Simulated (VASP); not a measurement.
# AlN (Fm-3m) in VASP: notebook, part 2 of 2

VASP 6.6.1. The steps go on from the part before.

## Step 4: Single point, PBE+D3(BJ)

The COD entry that gives the cell may itself be a prediction, so a difference from it is no test against experiment.

This run uses another cell than the first one, of 7.82 Å³/atom, 1.051 times its volume.

INCAR

```
SYSTEM = AlN
PREC = Accurate ; ENCUT = 520
EDIFF = 1E-7 ; ISMEAR = 0
SIGMA = 0.01 ; LREAL = .False.
LASPH = .True. ; NELM = 60
ALGO = Normal ; ISIF = 2
LWAVE = .False. ; LCHARG = .False.
GGA = PE ; IVDW = 12
NBANDS = 11
```

KPOINTS

```
regular mesh
0
Gamma
  8 8 8
  0 0 0
```

POSCAR

```
AlN
1.0
    0.0000000000      1.9852734653      1.9852734653
    1.9852734653      0.0000000000      1.9852734653
    1.9852734653      1.9852734653      0.0000000000
Al N
1 1
Direct
    0.0000000000      0.0000000000      0.0000000000
    0.5000000000      0.5000000000      0.5000000000
```

Potentials or basis: VASP PAW PBE potentials, release 64 (Al, N).

On the command line:

```sh
$ cat potpaw_PBE.64/Al/POTCAR potpaw_PBE.64/N/POTCAR > POTCAR
$ mpirun -np 1 vasp_std > vasp.out
```

OUTCAR:

```text
SYSTEM = AlN
   PREC = Accurate
   ENCUT = 520
   EDIFF = 1E-7
   ISMEAR = 0
   LREAL = .False.
   LASPH = .True.
   NELM = 60
   ISIF = 2
   GGA = PE
   IVDW = 12
 IVDW          = 12

 ion  position               nearest neighbor table
   1  0.000  0.000  0.000-   2 1.99   2 1.99   2 1.99   2 1.99   2 1.99   2 1.99
   2  0.500  0.500  0.500-   1 1.99   1 1.99   1 1.99   1 1.99   1 1.99   1 1.99

  LATTYP: Found a face centered cubic cell.
 ALAT       =     3.9705469306

  Lattice vectors:

 A1 = (   0.0000000000,   1.9852734653,   1.9852734653)
 A2 = (   1.9852734653,   0.0000000000,   1.9852734653)
 A3 = (   1.9852734653,   1.9852734653,   0.0000000000)

Analysis of symmetry for initial positions (statically):
=====================================================================
 Subroutine PRICEL returns:
 Original cell was already a primitive cell.

 Routine SETGRP: Setting up the symmetry group for a
 face centered cubic supercell.

 Subroutine GETGRP returns: Found 48 space group operations
[... 9 lines left out ...]

 Routine SETGRP: Setting up the symmetry group for a
 face centered cubic supercell.

 Subroutine GETGRP returns: Found 48 space group operations
[... 11 lines left out ...]
                                     Primitive cell

  volume of cell :      15.6492

  direct lattice vectors                    reciprocal lattice vectors
     0.000000000  1.985273465  1.985273465    -0.251854472  0.251854472  0.251854472
     1.985273465  0.000000000  1.985273465     0.251854472 -0.251854472  0.251854472
     1.985273465  1.985273465  0.000000000     0.251854472  0.251854472 -0.251854472

  length of vectors
     2.807600660  2.807600660  2.807600660     0.436224741  0.436224741  0.436224741

  position of ions in fractional coordinates (direct lattice)
     0.000000000  0.000000000  0.000000000
     0.500000000  0.500000000  0.500000000

  ion indices of the primitive-cell ions
   primitive index   ion index
                 1           1
                 2           2

----------------------------------------------------------------------------------------

 KPOINTS: regular mesh

[... 96 lines left out ...]
   LEPSILON=     F    determine dielectric tensor
   LRPA    =     F    only Hartree local field effects (RPA)
 non-spin polarized calculation
 Gauss-broadening in eV      SIGMA  =   0.01
  energy-cutoff  :      520.00
  volume of cell :       15.65
 maximum number of plane-waves:       444
 NGX is ok and might be reduce to    24
   NGX = 11   NGY = 11   NGZ = 11

 number of electron       8.0000000 magnetization

 Free energy of the ion-electron system (eV)
  ---------------------------------------------------
  ext. energy  EPLUGINS =         0.00000000
  ---------------------------------------------------
  free energy    TOTEN  =       -14.46939079 eV

  energy without entropy =      -14.46939079  energy(sigma->0) =      -14.46939079

 E-fermi :  10.8466     XC(G=0): -12.5426

 val. band max:       10.6859989477   @ k =   0.0000   0.0000   0.0000
 cond. band min:      15.8298308446   @ k =   0.5000   0.5000   0.0000
 fundamental gap:      5.1438318968
 Fermi energy:        10.8466444050

 k-point     1 :       0.0000    0.0000    0.0000
  band No.  band energies     occupation
      1      -7.3717      2.00000
      2      10.6860      2.00000
      3      10.6860      2.00000
      4      10.6860      2.00000
      5      17.1730      0.00000
      6      23.0274      0.00000
      7      23.0274      0.00000
      8      23.0274      0.00000
      9      28.3180      0.00000
     10      28.8798      0.00000
     11      28.8798      0.00000
[... 309 lines left out ...]
 k-point    24 :      -0.3750    0.2500    0.1250
  band No.  band energies     occupation
      1      -3.3549      2.00000
      2       2.9371      2.00000
      3       6.7875      2.00000
      4       8.5801      2.00000
      5      19.4961      0.00000
      6      19.7215      0.00000
      7      23.5530      0.00000
      8      24.0487      0.00000
      9      29.4487      0.00000
     10      30.5104      0.00000
     11      33.8665      0.00000

 [... further k-points ...]

------------------------ aborting loop because EDIFF is reached ----------------------------------------

 Edisp (eV)   -0.71896

 E8    (eV) :    -0.2805

  FORCE on cell =-STRESS in cart. coord.  units (eV):
  Direction    XX          YY          ZZ          XY          YZ          ZX
  --------------------------------------------------------------------------------------
  -------------------------------------------------------------------------------------
  Total       1.35065     1.35065     1.35065     0.00000     0.00000    -0.00000
  in kB     138.28093   138.28093   138.28093     0.00000     0.00000    -0.00000
  external pressure =      138.28 kB  Pullay stress =        0.00 kB

 VOLUME and BASIS-vectors are now :
 -----------------------------------------------------------------------------
  energy-cutoff  :      520.00
  volume of cell :       15.65
      direct lattice vectors                 reciprocal lattice vectors
     0.000000000  1.985273465  1.985273465    -0.251854472  0.251854472  0.251854472
     1.985273465  0.000000000  1.985273465     0.251854472 -0.251854472  0.251854472
     1.985273465  1.985273465  0.000000000     0.251854472  0.251854472 -0.251854472

 POSITION                                       TOTAL-FORCE (eV/Angst)
 -----------------------------------------------------------------------------------
      0.00000      0.00000      0.00000         0.000000      0.000000     -0.000000
      1.98527      1.98527      1.98527        -0.000000     -0.000000      0.000000
 -----------------------------------------------------------------------------------
    total drift:                               -0.000000     -0.000000      0.000000

  FREE ENERGIE OF THE ION-ELECTRON SYSTEM (eV)
  ---------------------------------------------------
  free  energy   TOTEN  =       -15.1883525164 eV

  energy  without entropy=      -15.1883525164  energy(sigma->0) =      -15.18835252
```

OSZICAR:

```text
N       E                     dE             d eps       ncg     rms          rms(c)
DAV:   1     0.115916603087E+02    0.11592E+02   -0.40579E+03   646   0.625E+02
DAV:   2    -0.155546994073E+02   -0.27146E+02   -0.26100E+02   788   0.144E+02
DAV:   3    -0.162655165535E+02   -0.71082E+00   -0.71000E+00   788   0.209E+01
DAV:   4    -0.162678566083E+02   -0.23401E-02   -0.23400E-02   710   0.134E+00
DAV:   5    -0.162678749721E+02   -0.18364E-04   -0.18364E-04   740   0.109E-01    0.783E+00
DAV:   6    -0.144963315630E+02    0.17715E+01   -0.72344E+00   689   0.146E+01    0.283E+00
DAV:   7    -0.144746795772E+02    0.21652E-01   -0.21357E-01   742   0.328E+00    0.184E+00
DAV:   8    -0.144696752181E+02    0.50044E-02   -0.14843E-02   674   0.106E+00    0.355E-01
DAV:   9    -0.144693436908E+02    0.33153E-03   -0.13058E-03   722   0.223E-01    0.161E-01
DAV:  10    -0.144693976072E+02   -0.53916E-04   -0.13825E-04   725   0.846E-02    0.500E-02
DAV:  11    -0.144693911126E+02    0.64946E-05   -0.21135E-05   749   0.264E-02    0.771E-03
DAV:  12    -0.144693908486E+02    0.26397E-06   -0.71021E-07   701   0.706E-03    0.124E-03
DAV:  13    -0.144693907940E+02    0.54615E-07   -0.12130E-08   382   0.761E-04
   1 F= -.15188353E+02 E0= -.15188353E+02  d E =-.275733-116
```

Wall time 6.8 s (1 thread of Intel Xeon Platinum 8259CL at 2.50GHz (Skylake/Cascade Lake), shared host); peak memory 0.14 GiB.

What came out:

- Free energy: -15.1884 eV
- Pressure: 13.8 GPa
- Band gap on the k mesh: 5.14 eV, indirect (least direct gap 6.49 eV)
- Dispersion energy per atom: -0.359 eV

Levels at points of the mesh, in eV from the valence-band top:
```tsv
k point	band 2	band 3	band 4	band 5	band 6	band 7
(0.00, 0.00, 0.00)	0.00	0.00	0.00	6.49	12.34	12.34
(0.50, 0.00, 0.00)	-8.66	-1.18	-1.18	6.49	11.45	11.45
(0.50, 0.50, 0.00)	-7.75	-2.94	-2.94	5.14	5.21	14.73
```

A k mesh can miss the band edges. PBE gaps usually lie below the measured ones, often by a third to a half.

## Step 5: Single point, PBE+D3(BJ)

This run uses another cell than the first one, of 8.02 Å³/atom, 1.077 times its volume.

INCAR

```
PREC = Accurate
ENCUT = 520
EDIFF = 1E-6
ISMEAR = 0
SIGMA = 0.01
LREAL = False
LASPH = True
NELM = 60
ALGO = Normal
ISIF = 2
LWAVE = False
LCHARG = False
GGA = PE
IVDW = 12
NBANDS = 11
```

KPOINTS

```
Automatic mesh
0
Gamma
  8 8 8
```

POSCAR

```
AlN
1.0
    0.0000000000      2.0012844266      2.0012844266
    2.0012844266      0.0000000000      2.0012844266
    2.0012844266      2.0012844266      0.0000000000
Al N
1 1
Direct
    0.0000000000      0.0000000000      0.0000000000
    0.5000000000      0.5000000000      0.5000000000
```

On the command line:

```sh
$ cat potpaw_PBE.64/Al/POTCAR potpaw_PBE.64/N/POTCAR > POTCAR
$ mpirun -np 1 vasp_std > vasp.out
```

Wall time 6.9 s (1 thread of Intel Xeon Platinum 8259CL at 2.50GHz (Skylake/Cascade Lake), shared host); peak memory 0.14 GiB.

The run converged. Its results:

```yaml
Free_energy: -15.2127 eV
Pressure: 6.5 GPa
Band_gap_on_the_k_mesh: 4.90 eV, indirect (least direct gap 6.12 eV)
Dispersion_energy_per_atom: -0.351 eV
```

Levels at points of the mesh, in eV from the valence-band top:
```
           k point  band 1  band 2  band 3  band 4  band 5  band 6  band 7  band 8
(0.00, 0.00, 0.00)  -17.83    0.00    0.00    0.00    6.12   12.26   12.26   12.26
(0.50, 0.00, 0.00)  -14.45   -8.50   -1.13   -1.13    6.33   11.25   11.25   13.76
(0.50, 0.50, 0.00)  -13.42   -7.59   -2.88   -2.88    4.90    5.25   14.43   17.73
```

## Step 6: Summary

| cell | gap on the mesh (eV) | pressure (GPa) |
| --- | --- | --- |
| a = 2.761 Å, angles 60.0°, 2 atoms | 5.11 | 31.4 |
| a = 2.785 Å, angles 60.0°, 2 atoms | 5.16 | 22.1 |
| a = 2.808 Å, angles 60.0°, 2 atoms | 5.14 | 13.8 |
| a = 2.830 Å, angles 60.0°, 2 atoms | 4.90 | 6.5 |

Alike in all rows: task single point; level PBE+D3(BJ); potentials or basis VASP PAW PBE potentials, release 64 (Al, N); no spin polarisation; k mesh 8 × 8 × 8; cutoff (eV) 520; smearing gaussian 0.01 eV.

Absolute energies hang on the potentials; compare differences alone.
